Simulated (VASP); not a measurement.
Wanted: the native input for a VASP 6.6.1 run.

```yaml
Task: single point
Functional: LDA
Potentials_or_basis: VASP PAW LDA potentials, release 64 (Si)
Cutoff: 500 eV
k_mesh: 6 × 6 × 6
Occupations: gaussian, width 0.01 eV
Spin: no spin polarisation
Dipole_correction: no
Further_INCAR_settings: ALGO = Normal; EDIFF = 1e-06; NBANDS = 11
```

The structure of Si lies in POSCAR:

```
Si
1.0
    0.0000000000      2.7221188962      2.7221188962
    2.7221188962      0.0000000000      2.7221188962
    2.7221188962      2.7221188962      0.0000000000
Si
2
Direct
    0.0000000000      0.0000000000      0.0000000000
    0.2500000000      0.2500000000      0.2500000000
```

The input as run:

INCAR

```
SYSTEM = Si
PREC     = Accurate       ! precision mode
ENCUT    = 500            ! plane-wave cutoff, eV
EDIFF    = 1E-6           ! SCF threshold, eV
ISMEAR   = 0              ! smearing method
SIGMA    = 0.01           ! smearing width, eV
LREAL    = .FALSE.        ! projectors in reciprocal space
LASPH    = .TRUE.         ! aspherical terms in the spheres
NELM     = 120            ! most SCF steps
ALGO     = Normal         ! electronic algorithm
ISIF     = 2              ! what is computed and relaxed
LWAVE    = .FALSE.        ! write WAVECAR
LCHARG   = .FALSE.        ! write CHGCAR
NBANDS   = 11             ! bands
GGA_COMPAT= .FALSE.
```

KPOINTS

```
Automatic mesh
0
G
  6 6 6
  0 0 0
```

Potentials or basis: VASP PAW LDA potentials, release 64 (Si).

The run is started by

```sh
$ cat potpaw_LDA.64/Si/POTCAR > POTCAR
$ mpirun -np 1 vasp_std > vasp.out
```

It gave:

```
Pressure               : -2.0 GPa
Band gap on the k mesh : 0.61 eV, indirect (least direct gap 2.52 eV)
```

It used 4.4 s of CPU time on 1 thread of Intel Xeon 6975P-C, on a shared host.
